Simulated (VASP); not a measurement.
Input of a VASP 6.6.1 run:

Contents of POSCAR:

```
LaZn
1.0
    3.7500000000      0.0000000000      0.0000000000
    0.0000000000      3.7500000000      0.0000000000
    0.0000000000      0.0000000000      3.7500000000
La Zn
1 1
Direct
    0.5000000000      0.5000000000      0.5000000000
    0.0000000000      0.0000000000      0.0000000000
```

INCAR.step1

```
PREC     = Accurate       # precision mode
ENCUT    = 600            # plane-wave cutoff, eV
ISMEAR   = -1             # smearing method
SIGMA    = 0.1            # smearing width, eV
LREAL    = False          # projectors in reciprocal space
LASPH    = True           # aspherical terms in the spheres
NELM     = 100            # most SCF steps
GGA      = PE             # functional
ALGO     = Normal         # electronic algorithm
EDIFF    = 1E-4           # SCF threshold, eV
LWAVE    = True           # write WAVECAR
LCHARG   = False          # write CHGCAR
```

INCAR.step2

```
PREC     = Accurate       # precision mode
ENCUT    = 600            # plane-wave cutoff, eV
EDIFF    = 1E-6           # SCF threshold, eV
ISMEAR   = -1             # smearing method
SIGMA    = 0.1            # smearing width, eV
LREAL    = False          # projectors in reciprocal space
LASPH    = True           # aspherical terms in the spheres
NELM     = 100            # most SCF steps
ALGO     = Normal         # electronic algorithm
ISIF     = 3              # what is computed and relaxed
LWAVE    = False          # write WAVECAR
LCHARG   = False          # write CHGCAR
METAGGA  = R2SCAN         # meta-GGA
LMIXTAU  = True         
IBRION   = 2              # ionic algorithm
NSW      = 80             # ionic steps
EDIFFG   = -0.01          # ionic threshold
PSTRESS  = 50.0         
ISTART   = 1
```

File KPOINTS:

```
Automatic mesh
0
Gamma
  9 9 9
```

Potentials or basis: VASP PAW PBE potentials, release 64 (La, Zn).

Command:

```sh
$ cat potpaw_PBE.64/La/POTCAR potpaw_PBE.64/Zn/POTCAR > POTCAR
$ cp INCAR.step1 INCAR
$ mpirun -np 1 vasp_std > vasp.out
$ cp INCAR.step2 INCAR
$ mpirun -np 1 vasp_std > vasp.out
```

Task: Predict the relaxed cell.

Result: a = 3.649 Å, b = 3.649 Å, c = 3.649 Å, α = 90.00°, β = 90.00°, γ = 90.00°.

Task: What does it give for the space group after relaxing (to 0.05 Å)?

Result: Pm-3m (No. 221).

Step by step:
```tsv
step	energy change (eV)	largest force (eV/Å)	pressure (GPa)	volume (Å³)
1	0.0000	0.0000	0.32	52.73
2	0.1221	0.0000	7.27	47.07
3	0.0649	0.0000	5.01	48.58
```

Caveat: the cell is relaxed towards a set pressure, so the enthalpy falls and the energy may rise; the PAW data sets were made with another functional, which shifts forces and pressure a little.
